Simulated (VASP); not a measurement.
# VN (Fm-3m) in VASP: single point with r2SCAN

Aim: the single point of VN with r2SCAN.

Program: VASP 6.6.1. These are calculated values, not measurements. Logs are shortened: lines on timing, memory, paths and dates and some standing lists are left out, and cuts for length are marked.

### 1 The cell of the first run

It takes space group Fm-3m (No. 225, cubic). Conventional cell: a = 4.234 Å, b = 4.234 Å, c = 4.234 Å, α = 90.00°, β = 90.00°, γ = 90.00°. V (site symmetry m-3m) has 6 N at 2.12 Å within 2.8 Å. N (site symmetry m-3m) has 6 V at 2.12 Å within 2.8 Å.

### 2 Single point, r2SCAN

POSCAR

```
VN
1.0
    4.2337789200      2.1168894600      2.1168894600
    2.1168894600      4.2337789200      2.1168894600
    2.1168894600      2.1168894600      4.2337789200
V N
2 2
Direct
    0.0000000000      0.0000000000      0.0000000000
    0.5000000000      0.5000000000      0.5000000000
    0.2500000000      0.2500000000      0.2500000000
    0.7500000000      0.7500000000      0.7500000000
```

INCAR.step1

```
ALGO = Normal
EDIFF = 1E-5
ENCUT = 660
GGA = PE
GGA_COMPAT = False
ISMEAR = -1
LASPH = True
LCHARG = False
LREAL = False
LWAVE = True
NBANDS = 26
NELM = 120
PREC = Accurate
SIGMA = 0.0888
```

INCAR.step2

```
ALGO = Normal
EDIFF = 1E-6
ENCUT = 660
GGA_COMPAT = False
ISIF = 2
ISMEAR = -1
ISTART = 1
LASPH = True
LCHARG = False
LMIXTAU = True
LREAL = False
LWAVE = False
METAGGA = R2SCAN
NBANDS = 26
NELM = 120
PREC = Accurate
SIGMA = 0.0888
```

KPOINTS

```
k-points
0
Gamma
  7 7 7
```

Potentials or basis: VASP PAW PBE potentials, release 64 (V_sv, N).

Launch:

```sh
> cat potpaw_PBE.64/V_sv/POTCAR potpaw_PBE.64/N/POTCAR > POTCAR
> cp INCAR.step1 INCAR
> mpirun -np 1 vasp_std > vasp.out
> cp INCAR.step2 INCAR
> mpirun -np 1 vasp_std > vasp.out
```

OUTCAR:

```text
EDIFF = 1E-6
   ENCUT = 660
   ISIF = 2
   ISMEAR = -1
   ISTART = 1
   LASPH = True
   LREAL = False
   METAGGA = R2SCAN
   NELM = 120
   PREC = Accurate

 ion  position               nearest neighbor table
   1  0.000  0.000  0.000-   4 2.12   4 2.12   4 2.12   3 2.12   3 2.12   3 2.12
   2  0.500  0.500  0.500-   3 2.12   3 2.12   3 2.12   4 2.12   4 2.12   4 2.12
   3  0.250  0.250  0.250-   1 2.12   1 2.12   1 2.12   2 2.12   2 2.12   2 2.12
   4  0.750  0.750  0.750-   2 2.12   2 2.12   2 2.12   1 2.12   1 2.12   1 2.12

  LATTYP: Found a trigonal (rhomboedric) cell.
 ALAT       =     5.1852990189
 COS(alpha) =     0.8333333333

  Lattice vectors:

 A1 = (   4.2337789200,   2.1168894600,   2.1168894600)
 A2 = (   2.1168894600,   4.2337789200,   2.1168894600)
 A3 = (   2.1168894600,   2.1168894600,   4.2337789200)

Analysis of symmetry for initial positions (statically):
=====================================================================
 Subroutine PRICEL returns following result:

  LATTYP: Found a face centered cubic cell.
 ALAT       =     4.2337789200

  Lattice vectors:

 A1 = (   0.0000000000,  -2.1168894600,   2.1168894600)
 A2 = (  -2.1168894600,   0.0000000000,   2.1168894600)
 A3 = (  -2.1168894600,  -2.1168894600,   0.0000000000)

   2 primitive cells build up your supercell.

 Routine SETGRP: Setting up the symmetry group for a
 trigonal (rhombohedral) supercell.

 Subroutine GETGRP returns: Found 12 space group operations
 (whereof 12 operations were pure point group operations)
 out of a pool of 12 trial point group operations.

The static configuration has the point symmetry D_3d.

Analysis of symmetry for dynamics (positions and initial velocities):
=====================================================================
 Subroutine PRICEL returns following result:

  LATTYP: Found a face centered cubic cell.
 ALAT       =     4.2337789200

  Lattice vectors:

 A1 = (   0.0000000000,  -2.1168894600,   2.1168894600)
 A2 = (  -2.1168894600,   0.0000000000,   2.1168894600)
 A3 = (  -2.1168894600,  -2.1168894600,   0.0000000000)

   2 primitive cells build up your supercell.

 Routine SETGRP: Setting up the symmetry group for a
 trigonal (rhombohedral) supercell.

 Subroutine GETGRP returns: Found 12 space group operations
 (whereof 12 operations were pure point group operations)
 out of a pool of 12 trial point group operations.

The dynamic configuration has the point symmetry D_3d.

 Subroutine INISYM returns: Found 12 space group operations
 (whereof 12 operations are pure point group operations),
 and found     2 'primitive' translations

----------------------------------------------------------------------------------------

                                     Primitive cell

  volume of cell :      18.9725

  direct lattice vectors                    reciprocal lattice vectors
     0.000000000 -2.116889460  2.116889460     0.236195611 -0.236195611  0.236195611
    -2.116889460  0.000000000  2.116889460    -0.236195611  0.236195611  0.236195611
    -2.116889460 -2.116889460  0.000000000    -0.236195611 -0.236195611 -0.236195611

  length of vectors
     2.993733784  2.993733784  2.993733784     0.409102799  0.409102799  0.409102799

  position of ions in fractional coordinates (direct lattice)
     0.000000000  0.000000000  0.000000000
     0.500000000  0.500000000  0.500000000

  ion indices of the primitive-cell ions
   primitive index   ion index
                 1           1
                 2           3

----------------------------------------------------------------------------------------

 KPOINTS: k-points

Automatic generation of k-mesh.
 Grid dimensions read from file:
 generate k-points for:    7    7    7

 Generating k-lattice:

  Cartesian coordinates                     Fractional coordinates (reciprocal lattice)
     0.050613345 -0.016871115 -0.016871115     0.142857143 -0.000000000 -0.000000000
    -0.016871115  0.050613345 -0.016871115    -0.000000000  0.142857143 -0.000000000
    -0.016871115 -0.016871115  0.050613345     0.000000000  0.000000000  0.142857143

  Length of vectors
     0.055955159  0.055955159  0.055955159

  Shift w.r.t. Gamma in fractional coordinates (k-lattice)
     0.000000000  0.000000000  0.000000000

 Subroutine IBZKPT returns following result:
 ===========================================

 Found     44 irreducible k-points:

 Following reciprocal coordinates:
            Coordinates               Weight
  0.000000  0.000000  0.000000      1.000000
  0.142857 -0.000000 -0.000000      6.000000
  0.285714 -0.000000 -0.000000      6.000000
  0.428571 -0.000000 -0.000000      6.000000
  0.142857  0.142857 -0.000000      6.000000
  0.285714  0.142857 -0.000000     12.000000
[... 16 lines left out ...]
  0.285714  0.285714  0.142857      6.000000
  0.428571  0.285714  0.142857     12.000000
 [... further k-points ...]
   k-points           NKPTS =     44   k-points in BZ     NKDIM =     44   number of bands    NBANDS=     26
   number of dos      NEDOS =    301   number of ions     NIONS =      4
   total plane-waves  NPLWV = 110592
   dimension x,y,z NGX =    48 NGY =   48 NGZ =   48
   dimension x,y,z NGXF=    96 NGYF=   96 NGZF=   96
   ions per type =               2   2
   NGX,Y,Z   is equivalent  to a cutoff of  15.39, 15.39, 15.39 a.u.
   NGXF,Y,Z  is equivalent  to a cutoff of  30.78, 30.78, 30.78 a.u.
 SYSTEM =  unknown system
   PREC   = accura    normal or accurate (medium, high low for compatibility)
   ISTART =      1    job   : 0-new  1-cont  2-samecut
   ICHARG =      0    charge: 1-file 2-atom 10-const
   ISPIN  =      1    spin polarized calculation?
   LNONCOLLINEAR =      F non collinear calculations
   LSORBIT =      F    spin-orbit coupling
   LASPH  =      T    aspherical Exc in radial PAW
   ENCUT  =  660.0 eV  48.51 Ry    6.96 a.u.  10.86 10.86 10.86*2*pi/ulx,y,z
   NELM   =    120;   NELMIN=  2; NELMDL=  0     # of ELM steps
   EDIFF  = 0.1E-05   stopping-criterion for ELM
   LREAL  =      F    real-space projection
   EDIFFG = 0.1E-04   stopping-criterion for IOM
   NSW    =      0    number of steps for IOM
   IBRION =     -1    ionic relax: 0-MD 1-quasi-New 2-CG
   NFREE  =      0    steps in history (QN), initial steepest desc. (CG)
   ISIF   =      2    stress and relaxation
   ISYM   =      2    0-nonsym 1-usesym 2-fastsym
   POTIM  = 0.5000    time-step for ionic-motion
   TEBEG  =    0.0;   TEEND  =   0.0 temperature during run
   PSTRESS=    0.0 pullay stress
   NELECT =      36.0000    total number of electrons
   NUPDOWN=      -1.0000    fix difference up-down
   EMIN   =  10.00;   EMAX   =-10.00  energy-range for DOS
   EFERMI =   0.00;   METHOD = LEGACY
   ISMEAR =    -1;   SIGMA  =   0.09  broadening in eV -4-tet -1-fermi 0-gaus
   EFERMI_NEDOS =   21; number of points for ismear=-14 and -15
   IALGO  =     38    algorithm
   IMIX   =      4    mixing-type and parameters
     AMIX     =   0.40;   BMIX     =  1.00
     AMIX_MAG =   1.60;   BMIX_MAG =  1.00
  volume/ion in A,a.u.               =       9.49        64.02
  Fermi-wavevector in a.u.,A,eV,Ry     =   1.608635  3.039879 35.207881  2.587706
  Thomas-Fermi vector in A             =   2.704473
   LORBIT       =      0    0 simple, 1 ext, 2 COOP (PROOUT), +10 PAW based schemes
   METAGGA = R2SCAN    functional components
   LHFCALC =     F    Hartree Fock is set to
   AEXX    =    0.0000 exact exchange contribution
   IVDW    =     0    specifies the selected vdW correction
   LEPSILON=     F    determine dielectric tensor
   LRPA    =     F    only Hartree local field effects (RPA)
 non-spin polarized calculation
  energy-cutoff  :      660.00
  volume of cell :       37.94
 maximum number of plane-waves:      1481
 NGX is ok and might be reduce to    48
   NGX = 21   NGY = 21   NGZ = 21

 number of electron      36.0000000 magnetization

 Free energy of the ion-electron system (eV)
  ---------------------------------------------------
  ext. energy  EPLUGINS =         0.00000000
  ---------------------------------------------------
  free energy    TOTEN  =       -50.97188903 eV

  energy without entropy =      -50.87729364  energy(sigma->0) =      -50.92459133

 E-fermi :  10.8372     XC(G=0): -14.0219

 val. band max:       10.8353062596   @ k =   0.4286   0.4286   0.1429
 cond. band min:      10.9036320393   @ k =   0.4286   0.4286   0.2857
 fundamental gap:      0.0683257797
 Fermi energy:        10.8372213822

 k-point     1 :       0.0000    0.0000    0.0000
  band No.  band energies     occupation
      1     -57.2683      2.00000
      2     -57.2174      2.00000
      3     -30.1857      2.00000
      4     -29.8499      2.00000
      5     -29.8499      2.00000
      6     -29.8181      2.00000
[... 18 lines left out ...]
     25      15.5859      0.00000
     26      15.5859      0.00000

 k-point     2 :       0.1429   -0.0000   -0.0000
  band No.  band energies     occupation
      1     -57.2594      2.00000
      2     -57.2137      2.00000
      3     -30.1568      2.00000
      4     -29.8983      2.00000
      5     -29.8709      2.00000
      6     -29.8599      2.00000
[... 18 lines left out ...]
     25      14.5287      0.00000
     26      15.3214      0.00000

 k-point     3 :       0.2857   -0.0000   -0.0000
  band No.  band energies     occupation
      1     -57.2381      2.00000
      2     -57.2066      2.00000
      3     -30.0828      2.00000
      4     -30.0060      2.00000
      5     -29.9941      2.00000
      6     -29.8812      2.00000
[... 572 lines left out ...]
 k-point    23 :       0.2857    0.2857    0.1429
  band No.  band energies     occupation
      1     -57.2537      2.00000
      2     -57.2194      2.00000
      3     -30.1205      2.00000
      4     -29.9159      2.00000
      5     -29.8771      2.00000
      6     -29.8686      2.00000
[... 18 lines left out ...]
     25      14.0756      0.00000
     26      14.8390      0.00000

 k-point    24 :       0.4286    0.2857    0.1429
  band No.  band energies     occupation
      1     -57.2381      2.00000
      2     -57.2145      2.00000
      3     -30.0844      2.00000
      4     -29.9948      2.00000
      5     -29.9451      2.00000
      6     -29.8757      2.00000
[... 18 lines left out ...]
     25      13.8657      0.00000
     26      14.7985      0.00000

 [... further k-points ...]

------------------------ aborting loop because EDIFF is reached ----------------------------------------

  FORCE on cell =-STRESS in cart. coord.  units (eV):
  Direction    XX          YY          ZZ          XY          YZ          ZX
  --------------------------------------------------------------------------------------
  -------------------------------------------------------------------------------------
  Total       -5.9606206     -5.9606206     -5.9606206     -0.0610222     -0.0610222     -0.0610222
  in kB     -251.6793188   -251.6793188   -251.6793188     -2.5765822     -2.5765822     -2.5765822
  external PRESSURE =    -251.6793188 kB  Pullay stress =       0.0000000 kB

 VOLUME and BASIS-vectors are now :
 -----------------------------------------------------------------------------
  energy-cutoff  :      660.00
  volume of cell :       37.94
      direct lattice vectors                 reciprocal lattice vectors
     4.233778920  2.116889460  2.116889460     0.354293417 -0.118097806 -0.118097806
     2.116889460  4.233778920  2.116889460    -0.118097806  0.354293417 -0.118097806
     2.116889460  2.116889460  4.233778920    -0.118097806 -0.118097806  0.354293417

 POSITION                                       TOTAL-FORCE (eV/Angst)
 -----------------------------------------------------------------------------------
      0.00000      0.00000      0.00000         0.000000     -0.000000      0.000000
      4.23378      4.23378      4.23378         0.000000      0.000000     -0.000000
      2.11689      2.11689      2.11689         0.000000      0.000000      0.000000
      6.35067      6.35067      6.35067        -0.000000     -0.000000      0.000000
 -----------------------------------------------------------------------------------
    total drift:                                0.000000     -0.000000     -0.000000

  FREE ENERGIE OF THE ION-ELECTRON SYSTEM (eV)
  ---------------------------------------------------
  free  energy   TOTEN  =       -50.9718890268 eV

  energy  without entropy=      -50.8772936405  energy(sigma->0) =      -50.92459133
```

It took 6.2 min on 1 thread of Intel Xeon Platinum 8375C at 2.90GHz (Ice Lake), shared host; peak memory 0.38 GiB.

Results:

* Free energy: -50.9719 eV
* Pressure: -25.2 GPa
* Band gap on the k mesh: zero (band 18 reaches 11.27 eV, above the bottom of band 19 at 9.47 eV)

Levels at points of the mesh, in eV from the Fermi level:
```
           k point  band 16  band 17  band 18  band 19  band 20  band 21
(0.00, 0.00, 0.00)    -2.27    -1.37    -1.36    -1.36    -0.31    -0.31
```

Caveat: the PAW data sets were made with another functional, which shifts forces and pressure a little; the run has no spin polarisation, though such a crystal can be magnetic. With open d or f shells a metallic result of r2SCAN can be an artefact of self-interaction; +U or a hybrid may open a gap.
